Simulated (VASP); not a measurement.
# InSe (P6_3/mmc) in VASP: settings compared

The runs below take InSe through single point, with PBE, r2SCAN.

Everything below comes from runs of VASP 6.6.1. Logs are shortened: lines on timing, memory, paths and dates and some standing lists are left out, and cuts for length are marked.

## 1. The cell of the first run

The structure is hexagonal, space group P6_3/mmc (No. 194). Conventional cell: a = 4.018 Å, b = 4.018 Å, c = 16.926 Å, α = 90.00°, β = 90.00°, γ = 120.00°. In (site symmetry 3m) has 3 Se at 2.64 Å and 1 In at 2.79 Å within 3.5 Å. Within 3.5 Å of Se (site symmetry 3m) lie 3 In at 2.64 Å.

## 2. Single point, PBE

File INCAR:

```
  ALGO = Normal
  EDIFF = 1E-7
  ENCUT = 520
  GGA = PE
  ISIF = 2
  ISMEAR = 0
  LASPH = T
  LCHARG = T
  LELF = T
  LREAL = F
  LVHAR = T
  LWAVE = F
  NBANDS = 48
  NELM = 100
  PREC = Accurate
  SIGMA = 0.01
```

File KPOINTS:

```
k-points
0
Gamma
  6 6 2
```

File POSCAR:

```
InSe
1.0
    4.0181119053      0.0000000000      0.0000000000
   -2.0090559527      3.4797869852      0.0000000000
    0.0000000000      0.0000000000     16.9256135378
In Se
4 4
Direct
    0.3333333333      0.6666666667      0.1677023332
    0.6666666667      0.3333333333      0.6677023332
    0.3333333333      0.6666666667      0.3322976668
    0.6666666667      0.3333333333      0.8322976668
    0.3333333333      0.6666666667      0.5927860119
    0.6666666667      0.3333333333      0.0927860119
    0.3333333333      0.6666666667      0.9072139881
    0.6666666667      0.3333333333      0.4072139881
```

Potentials or basis: VASP PAW PBE potentials, release 64 (In_d, Se).

Started as:

```bash
> cat potpaw_PBE.64/In_d/POTCAR potpaw_PBE.64/Se/POTCAR > POTCAR
> mpirun -np 1 vasp_std > vasp.out
```

OUTCAR:

```text
EDIFF = 1E-7
   ENCUT = 520
   GGA = PE
   ISIF = 2
   ISMEAR = 0
   LASPH = T
   LREAL = F
   NELM = 100
   PREC = Accurate

 ion  position               nearest neighbor table
   1  0.333  0.667  0.168-   6 2.64   6 2.64   6 2.64   3 2.79
   2  0.667  0.333  0.668-   5 2.64   5 2.64   5 2.64   4 2.79
   3  0.333  0.667  0.332-   8 2.64   8 2.64   8 2.64   1 2.79
   4  0.667  0.333  0.832-   7 2.64   7 2.64   7 2.64   2 2.79
   5  0.333  0.667  0.593-   2 2.64   2 2.64   2 2.64
   6  0.667  0.333  0.093-   1 2.64   1 2.64   1 2.64
   7  0.333  0.667  0.907-   4 2.64   4 2.64   4 2.64
   8  0.667  0.333  0.407-   3 2.64   3 2.64   3 2.64

  LATTYP: Found a hexagonal cell.
 ALAT       =     4.0181119053
 C/A-ratio  =     4.2123300537

  Lattice vectors:

 A1 = (   4.0181119053,   0.0000000000,   0.0000000000)
 A2 = (  -2.0090559527,   3.4797869852,   0.0000000000)
 A3 = (   0.0000000000,   0.0000000000,  16.9256135378)

Analysis of symmetry for initial positions (statically):
=====================================================================
 Subroutine PRICEL returns:
 Original cell was already a primitive cell.

 Routine SETGRP: Setting up the symmetry group for a
 hexagonal supercell.

 Subroutine GETGRP returns: Found 24 space group operations
 (whereof 12 operations were pure point group operations)
 out of a pool of 24 trial point group operations.

The static configuration has the point symmetry D_3d.
 The point group associated with its full space group is D_6h.

Analysis of symmetry for dynamics (positions and initial velocities):
=====================================================================
 Subroutine PRICEL returns:
 Original cell was already a primitive cell.

 Routine SETGRP: Setting up the symmetry group for a
 hexagonal supercell.

 Subroutine GETGRP returns: Found 24 space group operations
 (whereof 12 operations were pure point group operations)
 out of a pool of 24 trial point group operations.

The dynamic configuration has the point symmetry D_3d.
 The point group associated with its full space group is D_6h.

 Subroutine INISYM returns: Found 24 space group operations
 (whereof 12 operations are pure point group operations),
 and found     1 'primitive' translations

----------------------------------------------------------------------------------------

                                     Primitive cell

  volume of cell :     236.6569

  direct lattice vectors                    reciprocal lattice vectors
[... 95 lines left out ...]
   ISYM   =      2    0-nonsym 1-usesym 2-fastsym
   POTIM  = 0.5000    time-step for ionic-motion
   TEBEG  =    0.0;   TEEND  =   0.0 temperature during run
   PSTRESS=    0.0 pullay stress
   NELECT =      76.0000    total number of electrons
   NUPDOWN=      -1.0000    fix difference up-down
   EMIN   =  10.00;   EMAX   =-10.00  energy-range for DOS
   EFERMI =   0.00;   METHOD = LEGACY
   ISMEAR =     0;   SIGMA  =   0.01  broadening in eV -4-tet -1-fermi 0-gaus
   EFERMI_NEDOS =   21; number of points for ismear=-14 and -15
   IALGO  =     38    algorithm
   IMIX   =      4    mixing-type and parameters
     AMIX     =   0.40;   BMIX     =  1.00
     AMIX_MAG =   1.60;   BMIX_MAG =  1.00
  volume/ion in A,a.u.               =      29.58       199.63
  Fermi-wavevector in a.u.,A,eV,Ry     =   1.121088  2.118549 17.100320  1.256838
  Thomas-Fermi vector in A             =   2.257739
   LORBIT       =      0    0 simple, 1 ext, 2 COOP (PROOUT), +10 PAW based schemes
   GGA     = PE    functional components
   LHFCALC =     F    Hartree Fock is set to
   AEXX    =    0.0000 exact exchange contribution
   IVDW    =     0    specifies the selected vdW correction
   LEPSILON=     F    determine dielectric tensor
   LRPA    =     F    only Hartree local field effects (RPA)
 non-spin polarized calculation
 Gauss-broadening in eV      SIGMA  =   0.01
  energy-cutoff  :      520.00
  volume of cell :      236.66
 maximum number of plane-waves:      6417
 NGX is ok and might be reduce to    30
   NGX = 15   NGY = 15   NGZ = 63

 number of electron      75.9999991 magnetization

 Free energy of the ion-electron system (eV)
  ---------------------------------------------------
  ext. energy  EPLUGINS =         0.00000000
  ---------------------------------------------------
  free energy    TOTEN  =       -28.30275037 eV

  energy without entropy =      -28.30275037  energy(sigma->0) =      -28.30275037

 E-fermi :   4.0660     XC(G=0):  -8.8391

 val. band max:        3.9668208422   @ k =   0.0000   0.0000   0.0000
 cond. band min:       4.4027992085   @ k =   0.0000   0.0000   0.0000
 fundamental gap:      0.4359783663
 Fermi energy:         4.0659679362

 k-point     1 :       0.0000    0.0000    0.0000
  band No.  band energies     occupation
      1     -10.8186      2.00000
      2     -10.8182      2.00000
      3     -10.6294      2.00000
      4     -10.6294      2.00000
      5     -10.6291      2.00000
      6     -10.6291      2.00000
[... 703 lines left out ...]
     47       9.6739      0.00000
     48       9.6739      0.00000

------------------------ aborting loop because EDIFF is reached ----------------------------------------

  FORCE on cell =-STRESS in cart. coord.  units (eV):
  Direction    XX          YY          ZZ          XY          YZ          ZX
  --------------------------------------------------------------------------------------
  -------------------------------------------------------------------------------------
  Total        3.7347461      3.7347461      3.5221263     -0.0000000      0.0000000      0.0000000
  in kB       25.2843945     25.2843945     23.8449490     -0.0000000      0.0000000      0.0000000
  external PRESSURE =      24.8045793 kB  Pullay stress =       0.0000000 kB

 VOLUME and BASIS-vectors are now :
 -----------------------------------------------------------------------------
  energy-cutoff  :      520.00
  volume of cell :      236.66
      direct lattice vectors                 reciprocal lattice vectors
     4.018111905  0.000000000  0.000000000     0.248873108  0.143686956  0.000000000
    -2.009055953  3.479786985  0.000000000     0.000000000  0.287373912  0.000000000
     0.000000000  0.000000000 16.925613538     0.000000000  0.000000000  0.059082053

 POSITION                                       TOTAL-FORCE (eV/Angst)
 -----------------------------------------------------------------------------------
     -0.00000      2.31986      2.83846        -0.000000     -0.000000      0.129559
      2.00906      1.15993     11.30127         0.000000     -0.000000      0.129559
     -0.00000      2.31986      5.62434        -0.000000      0.000000     -0.129559
      2.00906      1.15993     14.08715         0.000000      0.000000     -0.129559
     -0.00000      2.31986     10.03327         0.000000     -0.000000     -0.209618
      2.00906      1.15993      1.57046        -0.000000     -0.000000     -0.209618
     -0.00000      2.31986     15.35515         0.000000      0.000000      0.209618
      2.00906      1.15993      6.89235         0.000000     -0.000000      0.209618
 -----------------------------------------------------------------------------------
    total drift:                               -0.000000      0.000000     -0.000000

  FREE ENERGIE OF THE ION-ELECTRON SYSTEM (eV)
  ---------------------------------------------------
  free  energy   TOTEN  =       -28.3027503730 eV

  energy  without entropy=      -28.3027503730  energy(sigma->0) =      -28.30275037
```

OSZICAR:

```text
N       E                     dE             d eps       ncg     rms          rms(c)
DAV:   1     0.785130108693E+03    0.78513E+03   -0.34071E+04  1344   0.177E+03
DAV:   2     0.894666364054E+02   -0.69566E+03   -0.67472E+03  1344   0.470E+02
DAV:   3    -0.217599252805E+02   -0.11123E+03   -0.10788E+03  1616   0.194E+02
DAV:   4    -0.289474122142E+02   -0.71875E+01   -0.71340E+01  1648   0.489E+01
DAV:   5    -0.292001664612E+02   -0.25275E+00   -0.25263E+00  1672   0.955E+00    0.104E+01
DAV:   6    -0.283236890685E+02    0.87648E+00   -0.13832E+00  1752   0.159E+01    0.592E+00
DAV:   7    -0.283063662306E+02    0.17323E-01   -0.10163E+00  1920   0.550E+00    0.147E+00
DAV:   8    -0.282992484528E+02    0.71178E-02   -0.10363E-01  1944   0.316E+00    0.110E+00
DAV:   9    -0.283019036108E+02   -0.26552E-02   -0.18867E-02  1528   0.545E-01    0.504E-01
DAV:  10    -0.283023440563E+02   -0.44045E-03   -0.23252E-03  1968   0.450E-01    0.221E-01
DAV:  11    -0.283027307755E+02   -0.38672E-03   -0.10928E-03  1608   0.184E-01    0.412E-02
DAV:  12    -0.283027358855E+02   -0.51100E-05   -0.84292E-05  2176   0.644E-02    0.376E-02
DAV:  13    -0.283027498656E+02   -0.13980E-04   -0.22846E-05  1528   0.200E-02    0.636E-03
DAV:  14    -0.283027501229E+02   -0.25738E-06   -0.25135E-06  1776   0.199E-02    0.312E-03
DAV:  15    -0.283027503785E+02   -0.25550E-06   -0.10124E-06  1304   0.413E-03    0.180E-03
DAV:  16    -0.283027503730E+02    0.54579E-08   -0.13235E-07  1192   0.318E-03
   1 F= -.28302750E+02 E0= -.28302750E+02  d E =-.159334E-46
```

Wall time 3.2 min (1 thread of Intel Xeon Platinum 8259CL at 2.50GHz (Skylake/Cascade Lake), shared host); peak memory 0.39 GiB.

What came out:

```
Free energy            : -28.3028 eV
Pressure               : 2.5 GPa
Largest force          : 0.210 eV/Å
Band gap on the k mesh : 0.44 eV, direct
```

Forces in eV/Å, atoms in the order of the input:
```
In   0.000  0.000  0.130
In   0.000  0.000  0.130
In   0.000  0.000 -0.130
In   0.000  0.000 -0.130
Se   0.000  0.000 -0.210
Se   0.000  0.000 -0.210
Se   0.000  0.000  0.210
Se   0.000  0.000  0.210
```

Stress tensor (GPa, compression positive):
```
2.53 0.00 0.00
0.00 2.53 0.00
0.00 0.00 2.38
```

Caveat: spin-orbit coupling is left out, which moves the levels of the heavy elements; this functional lacks dispersion, which binds the layers, so the pressure and a relaxed spacing across them are unreliable.

## 3. Single point, r2SCAN

POSCAR is that of step 2.

File INCAR.step1:

```
SYSTEM = InSe
ALGO     = Normal         ! electronic algorithm
EDIFF    = 1E-4           ! SCF threshold, eV
ENCUT    = 520            ! plane-wave cutoff, eV
GGA      = PE             ! functional
ISMEAR   = 0              ! smearing method
LASPH    = .True.         ! aspherical terms in the spheres
LCHARG   = .False.        ! write CHGCAR
LREAL    = .False.        ! projectors in reciprocal space
LWAVE    = .True.         ! write WAVECAR
NBANDS   = 48             ! bands
NELM     = 100            ! most SCF steps
PREC     = Accurate       ! precision mode
SIGMA    = 0.01           ! smearing width, eV
```

File INCAR.step2:

```
SYSTEM = InSe
ALGO     = Normal         ! electronic algorithm
EDIFF    = 1E-6           ! SCF threshold, eV
ENCUT    = 520            ! plane-wave cutoff, eV
ISIF     = 2              ! what is computed and relaxed
ISMEAR   = 0              ! smearing method
ISTART   = 1            
LASPH    = .True.         ! aspherical terms in the spheres
LCHARG   = .False.        ! write CHGCAR
LMIXTAU  = .True.       
LREAL    = .False.        ! projectors in reciprocal space
LWAVE    = .False.        ! write WAVECAR
METAGGA  = R2SCAN         ! meta-GGA
NBANDS   = 48             ! bands
NELM     = 100            ! most SCF steps
PREC     = Accurate       ! precision mode
SIGMA    = 0.01           ! smearing width, eV
```

File KPOINTS:

```
k-points
0
Gamma
  6 6 2
  0 0 0
```

Potentials or basis: VASP PAW PBE potentials, release 64 (In_d, Se).

Started as:

```bash
> cat potpaw_PBE.64/In_d/POTCAR potpaw_PBE.64/Se/POTCAR > POTCAR
> cp INCAR.step1 INCAR
> mpirun -np 1 vasp_std > vasp.out
> cp INCAR.step2 INCAR
> mpirun -np 1 vasp_std > vasp.out
```

OUTCAR:

```text
SYSTEM = InSe
   EDIFF = 1E-6
   ENCUT = 520
   ISIF = 2
   ISMEAR = 0
   ISTART = 1
   LASPH = .True.
   LREAL = .False.
   METAGGA = R2SCAN
   NELM = 100
   PREC = Accurate

 ion  position               nearest neighbor table
   1  0.333  0.667  0.168-   6 2.64   6 2.64   6 2.64   3 2.79
   2  0.667  0.333  0.668-   5 2.64   5 2.64   5 2.64   4 2.79
   3  0.333  0.667  0.332-   8 2.64   8 2.64   8 2.64   1 2.79
   4  0.667  0.333  0.832-   7 2.64   7 2.64   7 2.64   2 2.79
   5  0.333  0.667  0.593-   2 2.64   2 2.64   2 2.64
   6  0.667  0.333  0.093-   1 2.64   1 2.64   1 2.64
   7  0.333  0.667  0.907-   4 2.64   4 2.64   4 2.64
[... 917 lines left out ...]
  Total        1.2313383      1.2313383      1.1800810     -0.0000000     -0.0000000      0.0000000
  in kB        8.3362140      8.3362140      7.9892002     -0.0000000     -0.0000000      0.0000000
  external PRESSURE =       8.2205427 kB  Pullay stress =       0.0000000 kB

 VOLUME and BASIS-vectors are now :
 -----------------------------------------------------------------------------
  energy-cutoff  :      520.00
  volume of cell :      236.66
      direct lattice vectors                 reciprocal lattice vectors
     4.018111905  0.000000000  0.000000000     0.248873108  0.143686956  0.000000000
    -2.009055953  3.479786985  0.000000000     0.000000000  0.287373912  0.000000000
     0.000000000  0.000000000 16.925613538     0.000000000  0.000000000  0.059082053

 POSITION                                       TOTAL-FORCE (eV/Angst)
 -----------------------------------------------------------------------------------
     -0.00000      2.31986      2.83846         0.000000      0.000000     -0.004666
      2.00906      1.15993     11.30127         0.000000      0.000000     -0.004666
     -0.00000      2.31986      5.62434        -0.000000     -0.000000      0.004666
      2.00906      1.15993     14.08715         0.000000     -0.000000      0.004666
     -0.00000      2.31986     10.03327        -0.000000      0.000000      0.014526
      2.00906      1.15993      1.57046        -0.000000     -0.000000      0.014526
     -0.00000      2.31986     15.35515        -0.000000     -0.000000     -0.014526
      2.00906      1.15993      6.89235        -0.000000     -0.000000     -0.014526
 -----------------------------------------------------------------------------------
    total drift:                               -0.000000      0.000000     -0.000000

  FREE ENERGIE OF THE ION-ELECTRON SYSTEM (eV)
  ---------------------------------------------------
  free  energy   TOTEN  =      -152.9293642229 eV

  energy  without entropy=     -152.9293642229  energy(sigma->0) =     -152.92936422
```

OUTCAR.step1:

```text
SYSTEM = InSe
   EDIFF = 1E-4
   ENCUT = 520
   GGA = PE
   ISMEAR = 0
   LASPH = .True.
   LREAL = .False.
   NELM = 100
[... 947 lines left out ...]
      2.00906      1.15993      1.57046        -0.000000     -0.000000     -0.205676
     -0.00000      2.31986     15.35515         0.000000     -0.000000      0.205676
      2.00906      1.15993      6.89235         0.000000      0.000000      0.205676
 -----------------------------------------------------------------------------------
    total drift:                               -0.000000      0.000000     -0.000000

  FREE ENERGIE OF THE ION-ELECTRON SYSTEM (eV)
  ---------------------------------------------------
  free  energy   TOTEN  =       -28.3027318213 eV

  energy  without entropy=      -28.3027318213  energy(sigma->0) =      -28.30273182
```

Wall time 23 min (1 thread of Intel Xeon Platinum 8259CL at 2.50GHz (Skylake/Cascade Lake), shared host); peak memory 0.44 GiB.

Results:

```
Free energy            : -152.9294 eV
Pressure               : 0.8 GPa
Largest force          : 0.015 eV/Å
Band gap on the k mesh : 0.87 eV, direct
```

Forces in eV/Å, atoms in the order of the input:
```
In   0.000  0.000 -0.005
In   0.000  0.000 -0.005
In   0.000  0.000  0.005
In   0.000  0.000  0.005
Se   0.000  0.000  0.015
Se   0.000  0.000  0.015
Se   0.000  0.000 -0.015
Se   0.000  0.000 -0.015
```

Caveat: the PAW data sets were made with another functional, which shifts forces and pressure a little; spin-orbit coupling is left out, which moves the levels of the heavy elements. r2SCAN opens gaps a little over a GGA but as a rule still falls short of measured ones.
